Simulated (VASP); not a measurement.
# BaTiO3 (Pm-3m) in VASP: notebook

The runs below take BaTiO3 through single point, with PBE+U.

Everything below comes from runs of VASP 6.6.1. Logs are shortened: lines on timing, memory, paths and dates and some standing lists are left out, and cuts for length are marked.

**1. The cell of the first run**

The structure is cubic, space group Pm-3m (No. 221). The conventional cell has a = 4.006 Å, b = 4.006 Å, c = 4.006 Å, α = 90.00°, β = 90.00°, γ = 90.00°. Within 3.7 Å of Ba (site symmetry m-3m) lie 12 O at 2.83 Å and 8 Ti at 3.47 Å. Ti (site symmetry m-3m) has 6 O at 2.00 Å within 2.7 Å. Within 2.7 Å of O (site symmetry 4/mmm) lie 2 Ti at 2.00 Å.

**2. Single point, PBE+U**

Contents of INCAR:

```
PREC = Accurate
ENCUT = 520
EDIFF = 1E-6
ISMEAR = 1
SIGMA = 0.05
LREAL = F
LASPH = T
NELM = 150
ALGO = Normal
ISIF = 2
LWAVE = F
LCHARG = F
LMAXMIX = 4
LDAU = T
LDAUTYPE = 2
LDAUL = -1 2 -1
LDAUU = 0 1 0
LDAUJ = 0 0 0
LDAUPRINT = 1
GGA = PE
NBANDS = 28
```

Contents of KPOINTS:

```
regular mesh
0
Gamma
  6 6 6
```

Contents of POSCAR:

```
BaTiO3
1.0
    4.0060000000      0.0000000000      0.0000000000
    0.0000000000      4.0060000000      0.0000000000
    0.0000000000      0.0000000000      4.0060000000
Ba Ti O
1 1 3
Direct
    0.5000000000      0.5000000000      0.5000000000
    0.0000000000      0.0000000000      0.0000000000
    0.5000000000      0.0000000000      0.0000000000
    0.0000000000      0.5000000000      0.0000000000
    0.0000000000      0.0000000000      0.5000000000
```

Potentials or basis: VASP PAW PBE potentials, release 64 (Ba_sv, Ti_sv, O).

Run with:

```sh
$ cat potpaw_PBE.64/Ba_sv/POTCAR potpaw_PBE.64/Ti_sv/POTCAR potpaw_PBE.64/O/POTCAR > POTCAR
$ mpirun -np 1 vasp_std > vasp.out
```

OUTCAR:

```text
PREC = Accurate
   ENCUT = 520
   EDIFF = 1E-6
   ISMEAR = 1
   LREAL = F
   LASPH = T
   NELM = 150
   ISIF = 2
   GGA = PE

 ion  position               nearest neighbor table
   1  0.500  0.500  0.500-   3 2.83   4 2.83   5 2.83   3 2.83   4 2.83   3 2.83   5 2.83   3 2.83
                             4 2.83   5 2.83   4 2.83   5 2.83   2 3.47   2 3.47   2 3.47   2 3.47
   2  0.000  0.000  0.000-   3 2.00   4 2.00   5 2.00   5 2.00   4 2.00   3 2.00   1 3.47   1 3.47
                             1 3.47   1 3.47   1 3.47   1 3.47   1 3.47   1 3.47
   3  0.500  0.000  0.000-   2 2.00   2 2.00   1 2.83   1 2.83   1 2.83   1 2.83
   4  0.000  0.500  0.000-   2 2.00   2 2.00   1 2.83   1 2.83   1 2.83   1 2.83
   5  0.000  0.000  0.500-   2 2.00   2 2.00   1 2.83   1 2.83   1 2.83   1 2.83

  LATTYP: Found a simple cubic cell.
 ALAT       =     4.0060000000

  Lattice vectors:

 A1 = (   4.0060000000,   0.0000000000,   0.0000000000)
 A2 = (   0.0000000000,   4.0060000000,   0.0000000000)
 A3 = (   0.0000000000,   0.0000000000,   4.0060000000)

Analysis of symmetry for initial positions (statically):
=====================================================================
 Subroutine PRICEL returns:
 Original cell was already a primitive cell.

 Routine SETGRP: Setting up the symmetry group for a
 simple cubic supercell.

 Subroutine GETGRP returns: Found 48 space group operations
 (whereof 48 operations were pure point group operations)
 out of a pool of 48 trial point group operations.

The static configuration has the point symmetry O_h .

Analysis of symmetry for dynamics (positions and initial velocities):
=====================================================================
 Subroutine PRICEL returns:
 Original cell was already a primitive cell.

 Routine SETGRP: Setting up the symmetry group for a
 simple cubic supercell.

 Subroutine GETGRP returns: Found 48 space group operations
 (whereof 48 operations were pure point group operations)
 out of a pool of 48 trial point group operations.

The dynamic configuration has the point symmetry O_h .

 Subroutine INISYM returns: Found 48 space group operations
 (whereof 48 operations are pure point group operations),
 and found     1 'primitive' translations

----------------------------------------------------------------------------------------

                                     Primitive cell

  volume of cell :      64.2884

  direct lattice vectors                    reciprocal lattice vectors
     4.006000000  0.000000000  0.000000000     0.249625562  0.000000000  0.000000000
     0.000000000  4.006000000  0.000000000     0.000000000  0.249625562  0.000000000
     0.000000000  0.000000000  4.006000000     0.000000000  0.000000000  0.249625562

  length of vectors
     4.006000000  4.006000000  4.006000000     0.249625562  0.249625562  0.249625562

  position of ions in fractional coordinates (direct lattice)
     0.500000000  0.500000000  0.500000000
     0.000000000  0.000000000  0.000000000
     0.500000000  0.000000000  0.000000000
     0.000000000  0.500000000  0.000000000
     0.000000000  0.000000000  0.500000000

  ion indices of the primitive-cell ions
   primitive index   ion index
                 1           1
                 2           2
                 3           3
                 4           4
                 5           5

----------------------------------------------------------------------------------------

 KPOINTS: regular mesh

Automatic generation of k-mesh.
 Grid dimensions read from file:
 generate k-points for:    6    6    6

 Generating k-lattice:

  Cartesian coordinates                     Fractional coordinates (reciprocal lattice)
     0.041604260  0.000000000  0.000000000     0.166666667  0.000000000  0.000000000
     0.000000000  0.041604260  0.000000000     0.000000000  0.166666667  0.000000000
     0.000000000  0.000000000  0.041604260     0.000000000  0.000000000  0.166666667

  Length of vectors
     0.041604260  0.041604260  0.041604260

  Shift w.r.t. Gamma in fractional coordinates (k-lattice)
     0.000000000  0.000000000  0.000000000

 Subroutine IBZKPT returns following result:
 ===========================================

 Found     20 irreducible k-points:

 Following reciprocal coordinates:
            Coordinates               Weight
  0.000000  0.000000  0.000000      1.000000
  0.166667  0.000000  0.000000      6.000000
  0.333333  0.000000  0.000000      6.000000
  0.500000  0.000000  0.000000      3.000000
  0.166667  0.166667  0.000000     12.000000
  0.333333  0.166667  0.000000     24.000000
[... 12 lines left out ...]
  0.500000  0.500000  0.333333      6.000000
  0.500000  0.500000  0.500000      1.000000
   k-points           NKPTS =     20   k-points in BZ     NKDIM =     20   number of bands    NBANDS=     28
   number of dos      NEDOS =    301   number of ions     NIONS =      5
   total plane-waves  NPLWV =  27000
   dimension x,y,z NGX =    30 NGY =   30 NGZ =   30
   dimension x,y,z NGXF=    60 NGYF=   60 NGZF=   60
   ions per type =               1   1   3
   NGX,Y,Z   is equivalent  to a cutoff of  12.45, 12.45, 12.45 a.u.
   NGXF,Y,Z  is equivalent  to a cutoff of  24.90, 24.90, 24.90 a.u.
 SYSTEM =  unknown system
   PREC   = accura    normal or accurate (medium, high low for compatibility)
   ISTART =      0    job   : 0-new  1-cont  2-samecut
   ICHARG =      2    charge: 1-file 2-atom 10-const
   ISPIN  =      1    spin polarized calculation?
   LNONCOLLINEAR =      F non collinear calculations
   LSORBIT =      F    spin-orbit coupling
   LASPH  =      T    aspherical Exc in radial PAW
   ENCUT  =  520.0 eV  38.22 Ry    6.18 a.u.   7.45  7.45  7.45*2*pi/ulx,y,z
   NELM   =    150;   NELMIN=  2; NELMDL= -5     # of ELM steps
   EDIFF  = 0.1E-05   stopping-criterion for ELM
   LREAL  =      F    real-space projection
   EDIFFG = 0.1E-04   stopping-criterion for IOM
   NSW    =      0    number of steps for IOM
   IBRION =     -1    ionic relax: 0-MD 1-quasi-New 2-CG
   NFREE  =      0    steps in history (QN), initial steepest desc. (CG)
   ISIF   =      2    stress and relaxation
   ISYM   =      2    0-nonsym 1-usesym 2-fastsym
   POTIM  = 0.5000    time-step for ionic-motion
   TEBEG  =    0.0;   TEEND  =   0.0 temperature during run
   PSTRESS=    0.0 pullay stress
   NELECT =      40.0000    total number of electrons
   NUPDOWN=      -1.0000    fix difference up-down
   EMIN   =  10.00;   EMAX   =-10.00  energy-range for DOS
   EFERMI =   0.00;   METHOD = LEGACY
   ISMEAR =     1;   SIGMA  =   0.05  broadening in eV -4-tet -1-fermi 0-gaus
   EFERMI_NEDOS =   21; number of points for ismear=-14 and -15
   IALGO  =     38    algorithm
   IMIX   =      4    mixing-type and parameters
     AMIX     =   0.40;   BMIX     =  1.00
     AMIX_MAG =   1.60;   BMIX_MAG =  1.00
  volume/ion in A,a.u.               =      12.86        86.77
  Fermi-wavevector in a.u.,A,eV,Ry     =   1.397603  2.641087 26.576187  1.953295
  Thomas-Fermi vector in A             =   2.520843
   LORBIT       =      0    0 simple, 1 ext, 2 COOP (PROOUT), +10 PAW based schemes
 LDA+U is selected, type is set to LDAUTYPE =  2
   angular momentum for each species LDAUL =    -1    2   -1
   U (eV)           for each species LDAUU =   0.0  1.0  0.0
   J (eV)           for each species LDAUJ =   0.0  0.0  0.0
   GGA     = PE    functional components
   LHFCALC =     F    Hartree Fock is set to
   AEXX    =    0.0000 exact exchange contribution
   IVDW    =     0    specifies the selected vdW correction
   LEPSILON=     F    determine dielectric tensor
   LRPA    =     F    only Hartree local field effects (RPA)
 non-spin polarized calculation
 Methfessel and Paxton  Order N= 1 SIGMA  =   0.05
  energy-cutoff  :      520.00
  volume of cell :       64.29
 maximum number of plane-waves:      1755
 NGX is ok and might be reduce to    30
   NGX = 15   NGY = 15   NGZ = 15

atom =   2  type =  2  l = 2

 onsite density matrix

spin component  1

  0.1185 -0.0000 -0.0000  0.0000 -0.0000
 -0.0000  0.1185  0.0000  0.0000  0.0000
 -0.0000  0.0000  0.2434  0.0000  0.0000
  0.0000  0.0000  0.0000  0.1185 -0.0000
 -0.0000  0.0000  0.0000 -0.0000  0.2434

spin component  2

  0.1185 -0.0000 -0.0000  0.0000 -0.0000
 -0.0000  0.1185  0.0000  0.0000  0.0000
 -0.0000  0.0000  0.2434  0.0000  0.0000
  0.0000  0.0000  0.0000  0.1185 -0.0000
 -0.0000  0.0000  0.0000 -0.0000  0.2434

 occupancies and eigenvectors

  o =  0.1185  v =  0.0000  0.9718  0.0000 -0.2357  0.0000  0.0000  0.0000  0.0000  0.0000  0.0000      0.0000  0.0000  0.0000  0.0000  0.0000  0.0000  0.0000  0.0000  0.0000  0.0000
  o =  0.1185  v =  0.0000  0.0000  0.0000  0.0000  0.0000  0.0000  0.9718  0.0000 -0.2357  0.0000      0.0000  0.0000  0.0000  0.0000  0.0000  0.0000  0.0000  0.0000  0.0000  0.0000
  o =  0.1185  v =  0.0000 -0.2357  0.0000 -0.9718 -0.0000  0.0000  0.0000  0.0000  0.0000  0.0000      0.0000  0.0000  0.0000  0.0000  0.0000  0.0000  0.0000  0.0000  0.0000  0.0000
  o =  0.1185  v =  0.0000  0.0000  0.0000  0.0000  0.0000  0.0000 -0.2357  0.0000 -0.9718 -0.0000      0.0000  0.0000  0.0000  0.0000  0.0000  0.0000  0.0000  0.0000  0.0000  0.0000
  o =  0.1185  v =  1.0000  0.0000  0.0000  0.0000  0.0000  0.0000  0.0000  0.0000  0.0000  0.0000      0.0000  0.0000  0.0000  0.0000  0.0000  0.0000  0.0000  0.0000  0.0000  0.0000
  o =  0.1185  v =  0.0000  0.0000  0.0000  0.0000  0.0000  1.0000  0.0000  0.0000  0.0000  0.0000      0.0000  0.0000  0.0000  0.0000  0.0000  0.0000  0.0000  0.0000  0.0000  0.0000
  o =  0.2434  v =  0.0000  0.0000  0.0000  0.0000  0.0000  0.0000 -0.0000  0.9998  0.0000 -0.0208      0.0000  0.0000  0.0000  0.0000  0.0000  0.0000  0.0000  0.0000  0.0000  0.0000
  o =  0.2434  v =  0.0000 -0.0000  0.9998  0.0000 -0.0208  0.0000  0.0000  0.0000  0.0000  0.0000      0.0000  0.0000  0.0000  0.0000  0.0000  0.0000  0.0000  0.0000  0.0000  0.0000
  o =  0.2434  v =  0.0000  0.0000  0.0000  0.0000  0.0000  0.0000  0.0000 -0.0208  0.0000 -0.9998      0.0000  0.0000  0.0000  0.0000  0.0000  0.0000  0.0000  0.0000  0.0000  0.0000
  o =  0.2434  v =  0.0000  0.0000 -0.0208  0.0000 -0.9998  0.0000  0.0000  0.0000  0.0000  0.0000      0.0000  0.0000  0.0000  0.0000  0.0000  0.0000  0.0000  0.0000  0.0000  0.0000

 number of electron      39.9999976 magnetization

 Free energy of the ion-electron system (eV)
  ---------------------------------------------------
  ext. energy  EPLUGINS =         0.00000000
  ---------------------------------------------------
  free energy    TOTEN  =       -39.28170704 eV

  energy without entropy =      -39.28188974  energy(sigma->0) =      -39.28176794

 E-fermi :   3.8788     XC(G=0): -11.2483

 val. band max:        3.8487905420   @ k =   0.5000   0.5000   0.5000
 cond. band min:       5.6960569040   @ k =   0.0000   0.0000   0.0000
 fundamental gap:      1.8472663620
 Fermi energy:         3.8787591436

 k-point     1 :       0.0000    0.0000    0.0000
  band No.  band energies     occupation
      1     -53.0743      2.00000
      2     -29.2713      2.00000
      3     -29.2713      2.00000
      4     -29.2713      2.00000
      5     -20.9724      2.00000
      6     -13.0536      2.00000
[... 20 lines left out ...]
     27       8.8889      0.00000
     28      11.1829      0.00000

 k-point     2 :       0.1667    0.0000    0.0000
  band No.  band energies     occupation
      1     -53.0741      2.00000
      2     -29.2838      2.00000
      3     -29.2709      2.00000
      4     -29.2709      2.00000
      5     -20.9435      2.00000
      6     -13.0730      2.00000
[... 20 lines left out ...]
     27       9.4226      0.00000
     28      11.8387      0.00000

 k-point     3 :       0.3333    0.0000    0.0000
  band No.  band energies     occupation
      1     -53.0736      2.00000
      2     -29.3086      2.00000
      3     -29.2699      2.00000
      4     -29.2699      2.00000
      5     -20.8845      2.00000
      6     -13.1920      2.00000
[... 492 lines left out ...]
      3     -29.3160      2.00000
      4     -29.3035      2.00000
      5     -20.7288      2.00000
      6     -12.2885      2.00000
[... 20 lines left out ...]
     27      11.1978      0.00000
     28      11.4787      0.00000

 k-point    20 :       0.5000    0.5000    0.5000
  band No.  band energies     occupation
      1     -53.0715      2.00000
      2     -29.3154      2.00000
      3     -29.3154      2.00000
      4     -29.3154      2.00000
      5     -20.7122      2.00000
      6     -12.1453      2.00000
[... 20 lines left out ...]
     27      11.4789      0.00000
     28      11.4789      0.00000

------------------------ aborting loop because EDIFF is reached ----------------------------------------

  FORCE on cell =-STRESS in cart. coord.  units (eV):
  Direction    XX          YY          ZZ          XY          YZ          ZX
  --------------------------------------------------------------------------------------
  -------------------------------------------------------------------------------------
  Total        1.6827491      1.6827491      1.6827491      0.0000000      0.0000000     -0.0000000
  in kB       41.9369764     41.9369764     41.9369764      0.0000000      0.0000000     -0.0000000
  external PRESSURE =      41.9369764 kB  Pullay stress =       0.0000000 kB

 VOLUME and BASIS-vectors are now :
 -----------------------------------------------------------------------------
  energy-cutoff  :      520.00
  volume of cell :       64.29
      direct lattice vectors                 reciprocal lattice vectors
     4.006000000  0.000000000  0.000000000     0.249625562  0.000000000  0.000000000
     0.000000000  4.006000000  0.000000000     0.000000000  0.249625562  0.000000000
     0.000000000  0.000000000  4.006000000     0.000000000  0.000000000  0.249625562

 POSITION                                       TOTAL-FORCE (eV/Angst)
 -----------------------------------------------------------------------------------
      2.00300      2.00300      2.00300         0.000000      0.000000      0.000000
      0.00000      0.00000      0.00000         0.000000      0.000000      0.000000
      2.00300      0.00000      0.00000         0.000000      0.000000      0.000000
      0.00000      2.00300      0.00000         0.000000      0.000000      0.000000
      0.00000      0.00000      2.00300         0.000000      0.000000      0.000000
 -----------------------------------------------------------------------------------
    total drift:                                0.000000     -0.000000      0.000000

  FREE ENERGIE OF THE ION-ELECTRON SYSTEM (eV)
  ---------------------------------------------------
  free  energy   TOTEN  =       -39.2817070400 eV

  energy  without entropy=      -39.2818897446  energy(sigma->0) =      -39.28176794
```

Wall time 34 s (1 thread of Intel Xeon 6975P-C, shared host); peak memory 0.19 GiB.

Results:

```yaml
Free_energy: -39.2817 eV
Pressure: 4.2 GPa
Band_gap_on_the_k_mesh: 1.85 eV, indirect (least direct gap 2.01 eV)
```

Eigenvalues of the final occupation matrices:
| site | spin | trace | eigenvalues |
| --- | --- | --- | --- |
| site 2 d | 1 | 0.84 | 0.12 0.12 0.12 0.24 0.24 |
| site 2 d | 2 | 0.84 | 0.12 0.12 0.12 0.24 0.24 |

Caveat: spin-orbit coupling is left out, which moves the levels of the heavy elements.

**3. Single point, PBE+U**

Contents of INCAR:

```
SYSTEM = BaTiO3
PREC = Accurate ; ENCUT = 520
EDIFF = 1E-7 ; ISMEAR = 1
SIGMA = 0.05 ; LREAL = .FALSE.
LASPH = .TRUE. ; NELM = 150
ALGO = Normal ; ISIF = 2
LWAVE = .FALSE. ; LCHARG = .TRUE.
LMAXMIX = 4 ; LDAU = .TRUE.
LDAUTYPE = 2 ; LDAUL = -1 2 -1
LDAUU = 0 3 0 ; LDAUJ = 0 0 0
LDAUPRINT = 1 ; GGA = PE
LELF = .TRUE. ; LVHAR = .TRUE.
NBANDS = 28
```

Contents of KPOINTS:

```
Automatic mesh
0
G
  6 6 6
  0 0 0
```

POSCAR is that of step 2.

Potentials or basis: VASP PAW PBE potentials, release 64 (Ba_sv, Ti_sv, O).

Run with:

```sh
$ cat potpaw_PBE.64/Ba_sv/POTCAR potpaw_PBE.64/Ti_sv/POTCAR potpaw_PBE.64/O/POTCAR > POTCAR
$ mpirun -np 1 vasp_std > vasp.out
```

Wall time 42 s (1 thread of Intel Xeon 6975P-C, shared host); peak memory 0.19 GiB.

It converged, with:

| Quantity | Value |
| --- | --- |
| Free energy | -37.9457 eV |
| Pressure | 5.8 GPa |
| Band gap on the k mesh | 2.08 eV, indirect (least direct gap 2.26 eV) |

Levels at points of the mesh, in eV from the valence-band top:
```tsv
k point	band 16	band 17	band 18	band 19	band 20	band 21	band 22	band 23	band 24	band 25
(0.00, 0.00, 0.00)	-1.10	-1.10	-0.18	-0.18	-0.18	2.08	2.08	2.08	3.90	3.90
(0.50, 0.00, 0.00)	-1.93	-1.76	-1.76	-0.77	-0.77	2.26	3.79	3.79	3.91	5.86
(0.50, 0.50, 0.00)	-2.63	-1.84	-0.89	-0.89	-0.09	3.80	3.80	4.22	4.72	7.61
(0.50, 0.50, 0.50)	-2.34	-2.34	0.00	0.00	0.00	4.46	4.46	4.46	6.66	6.66
```

Eigenvalues of the final occupation matrices:
| site | spin | trace | eigenvalues |
| --- | --- | --- | --- |
| site 2 d | 1 | 0.80 | 0.11 0.11 0.11 0.24 0.24 |
| site 2 d | 2 | 0.80 | 0.11 0.11 0.11 0.24 0.24 |

Caveat: spin-orbit coupling is left out, which moves the levels of the heavy elements.
